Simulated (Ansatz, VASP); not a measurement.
Two plane-wave programs on Ge

```xyz
8
Lattice="-3.4697 3.4697 3.4697 3.4697 -3.4697 3.4697 3.4697 3.4697 -3.4697" Properties=species:S:1:pos:R:3 pbc="T T T"
Ge    0.9572    4.4268   -0.9572
Ge   -1.0265    1.0265    4.4961
Ge    4.4961   -1.0265    1.0265
Ge    2.4432    2.4432    2.4432
Ge   -1.0265    2.4432    1.0265
Ge    1.0265   -1.0265    2.4432
Ge    2.4432    1.0265   -1.0265
Ge    1.0265    1.0265    1.0265
```

Alike in both runs: task single point; functional PBEsol; k mesh 8 × 8 × 8; occupations gaussian, width 0.15 eV; no spin polarisation.

```csv
,VASP,Ansatz
version,VASP 6.6.1,Ansatz 0.2.0
potentials or method,"VASP PAW PBE potentials, release 64 (Ge_d), cutoff 520 eV","scalar-relativistic, plane waves, PAW"
valence electrons in the cell,112,112
```

Ansatz gave:

```
gap on the k mesh at the Fermi level (eV)                     : none
pressure (GPa)                                                : -0.3
traceless stress, the component that is largest in VASP (GPa) : -0.58
rms of the force components (eV/Å)                            : 0.163
```

Problem. What did VASP give for the same quantities?

Solution. gap on the k mesh at the Fermi level (eV): none; pressure (GPa): -0.4; traceless stress, the component that is largest in VASP (GPa): -0.58; rms of the force components (eV/Å): 0.163.

VASP's potentials were made for PBE, not for PBEsol. Atom by atom the forces differ by 0.001 eV/Å (rms over components). A gap of «none» marks a metal or a gap that the smearing closes. With one functional, cell and mesh, what is left measures potentials, basis and numerics.
